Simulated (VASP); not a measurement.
Here is a VASP 6.6.1 calculation.

The input INCAR:

```
SYSTEM = CoO
PREC     = Accurate       ! precision mode
ENCUT    = 600            ! plane-wave cutoff, eV
EDIFF    = 1E-7           ! SCF threshold, eV
ISMEAR   = -1             ! smearing method
SIGMA    = 0.05           ! smearing width, eV
LREAL    = .False.        ! projectors in reciprocal space
LASPH    = .True.         ! aspherical terms in the spheres
NELM     = 150            ! most SCF steps
ALGO     = Normal         ! electronic algorithm
ISIF     = 3              ! what is computed and relaxed
LWAVE    = .False.        ! write WAVECAR
LCHARG   = .False.        ! write CHGCAR
ISPIN    = 2              ! spin polarisation
MAGMOM   = 2 0            ! initial moments
LORBIT   = 11             ! projections on sites
LMAXMIX  = 4              ! l up to which the mixer works
GGA      = RP             ! functional
IVDW     = 13             ! dispersion correction
IBRION   = 2              ! ionic algorithm
NSW      = 60             ! ionic steps
EDIFFG   = -0.01          ! ionic threshold
```

Contents of KPOINTS:

```
regular mesh
0
Gamma
  11 11 11
  0 0 0
```

POSCAR

```
CoO
1.0
    1.5054695445      0.8691832468      2.4399269062
   -1.5054695445      0.8691832468      2.4399269062
    0.0000000000     -1.7383664936      2.4399269062
Co O
1 1
Direct
    0.0000000000      0.0000000000      0.0000000000
    0.5000000000      0.5000000000      0.5000000000
```

Potentials or basis: VASP PAW PBE potentials, release 64 (Co, O).

Launch:

```console
$ cat potpaw_PBE.64/Co/POTCAR potpaw_PBE.64/O/POTCAR > POTCAR
$ mpirun -np 1 vasp_std > vasp.out
```

**Question.** What does it give for the dispersion energy per atom?

**Answer.** -0.602 eV.

**Question.** Estimate the net moment.

**Answer.** 2.86 μB per cell.

**Question.** Estimate the relaxed cell.

**Answer.** a = 2.900 Å, b = 2.900 Å, c = 2.900 Å, α = 64.26°, β = 64.26°, γ = 64.26°.

Final structure:
```
Co O
1.0
     1.54203    0.89029    2.28838
    -1.54203    0.89029    2.28838
     0.00000   -1.78058    2.28838
Co O
1 1
Direct
  0.00000 0.00000 0.00000
  0.50000 0.50000 0.50000
```

Caveat: a cell with one magnetic atom can't hold antiferromagnetic order, which such compounds often take.
